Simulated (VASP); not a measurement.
Input of a VASP 6.6.1 run:

The input INCAR:

```
ALGO = Normal
EDIFF = 1E-6
EDIFFG = -0.002
ENCUT = 600
GGA = PS
IBRION = 2
ISIF = 3
ISMEAR = 0
LASPH = True
LCHARG = False
LREAL = False
LWAVE = False
NELM = 60
NSW = 100
PREC = Accurate
PSTRESS = 70.0
SIGMA = 0.01
```

The input KPOINTS:

```
k-points
0
Gamma
  10 10 10
```

POSCAR

```
CaO
1.0
    0.0000000000      2.3835738961      2.3835738961
    2.3835738961      0.0000000000      2.3835738961
    2.3835738961      2.3835738961      0.0000000000
Ca O
1 1
Direct
    0.0000000000      0.0000000000      0.0000000000
    0.5000000000      0.5000000000      0.5000000000
```

Potentials or basis: VASP PAW PBE potentials, release 64 (Ca_sv, O).

The run is started by

```bash
$ cat potpaw_PBE.64/Ca_sv/POTCAR potpaw_PBE.64/O/POTCAR > POTCAR
$ mpirun -np 1 vasp_std > vasp.out
```

Task: What does it give for the relaxed volume?

Result: 12.90 Å³/atom.

Task: Estimate the space group after relaxing (to 0.1 Å).

Result: Fm-3m (No. 225).

Task: Estimate the band gap on the k mesh.

Result: 3.49 eV (least direct gap 3.85 eV).

The path:
| step | energy change (eV) | largest force (eV/Å) | pressure (GPa) | volume (Å³) |
| --- | --- | --- | --- | --- |
| 1 | 0.0000 | 0.0000 | 0.57 | 27.08 |
| 2 | 0.0748 | 0.0000 | 11.76 | 25.01 |
| 3 | 0.0294 | 0.0000 | 7.01 | 25.79 |

Caveat: the cell is relaxed towards a set pressure, so the run minimises the enthalpy, not the energy; the PAW data sets were made with another functional, which shifts forces and pressure a little. A k mesh can miss the band edges.
